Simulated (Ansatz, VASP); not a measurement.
CO2: VASP beside Ansatz

```
O C
1.0
     5.62000    0.00000    0.00000
     0.00000    5.62000    0.00000
     0.00000    0.00000    5.62000
O C
8 4
Cartesian
  0.9385 1.8715 3.7485
  1.8715 3.7485 0.9385
  3.7485 0.9385 1.8715
  4.6815 4.6815 4.6815
  4.6815 3.7485 1.8715
  3.7485 1.8715 4.6815
  1.8715 4.6815 3.7485
  0.9385 0.9385 0.9385
  0.0000 2.8100 2.8100
  2.8100 2.8100 0.0000
  2.8100 0.0000 2.8100
  0.0000 0.0000 0.0000
```

Alike in both runs: functional r2SCAN; k mesh 5 × 5 × 5; occupations fermi-dirac, width 0.05 eV; no spin polarisation.

```csv
,VASP,Ansatz
version,VASP 6.6.1,Ansatz 0.2.0
potentials or method,"VASP PAW PBE potentials, release 64 (O, C)",Ansatz PAW
plane-wave cutoff (eV),520,500
valence electrons in the cell,64,64
task,single point,band structure
```

Ansatz gave:

* gap on the k mesh at the Fermi level (eV): 1.70
* least direct gap on the mesh (eV): 1.70
* rms of the force components (eV/Å): 4.918

Task: What did VASP give for the same quantities?

Result: gap on the k mesh at the Fermi level (eV): 1.67; least direct gap on the mesh (eV): 1.67; rms of the force components (eV/Å): 4.852.

VASP's potentials were made for PBE, not for r2SCAN. Atom by atom the forces differ by 0.066 eV/Å (rms over components). With one functional, cell and mesh, what is left measures potentials, basis and numerics.
